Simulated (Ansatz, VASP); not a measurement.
One calculation of CdSe, two programs

File INCAR:

```
ALGO = Normal
EDIFF = 1E-6
EDIFFG = -0.01
ENCUT = 600
GGA = PE
IBRION = 2
ISIF = 3
ISMEAR = -1
LASPH = True
LCHARG = False
LREAL = False
LWAVE = False
NELM = 60
NSW = 80
PREC = Accurate
SIGMA = 0.05
```

Contents of KPOINTS:

```
k-points
0
Gamma
  8 8 8
```

Contents of POSCAR:

```
CdSe
1.0
    0.0000000000      3.0702711986      3.0702711986
    3.0702711986      0.0000000000      3.0702711986
    3.0702711986      3.0702711986      0.0000000000
Cd Se
1 1
Direct
    0.0000000000      0.0000000000      0.0000000000
    0.2500000000      0.2500000000      0.2500000000
```

The input input.yaml:

```yaml
crystal:
  lattice:
    - [0.0, 3.0702711986, 3.0702711986]
    - [3.0702711986, 0.0, 3.0702711986]
    - [3.0702711986, 3.0702711986, 0.0]
  atoms:
    - { symbol: Cd, position: [0.0, 0.0, 0.0] }
    - { symbol: Se, position: [0.25, 0.25, 0.25] }
kpoints:
  mp_grid: { grid: [8, 8, 8] }
scf:
  occupations: { method: fermi_dirac, width: 0.05 }
hamiltonian:
  xc: pbe
  pseudopotentials: { kind: all_electron, lapw: { basis_error: 0.001 } }
output:
  forces: true
  stress: true
relax:
  f_tol: 0.01
  max_steps: 60
  cell: {}
```

Alike in both runs: task relaxation of cell and atoms; functional PBE; k mesh 8 × 8 × 8; occupations fermi-dirac, width 0.05 eV; no spin polarisation.

|  | VASP | Ansatz |
| --- | --- | --- |
| version | VASP 6.6.1 | Ansatz 0.2.0 |
| potentials or method | VASP PAW PBE potentials, release 64 (Cd, Se), cutoff 600 eV | all-electron LAPW, scalar-relativistic |

|  | VASP | Ansatz | Ansatz less VASP |
| --- | --- | --- | --- |
| relaxed volume (Å³/atom) | 29.87 | 29.75 | -0.115 |
| relaxed length of the cell vector where the two differ most in proportion (Å) | 4.388 | 4.382 | -0.0057 |

Ansatz ran all-electron here, and VASP with PAW potentials.
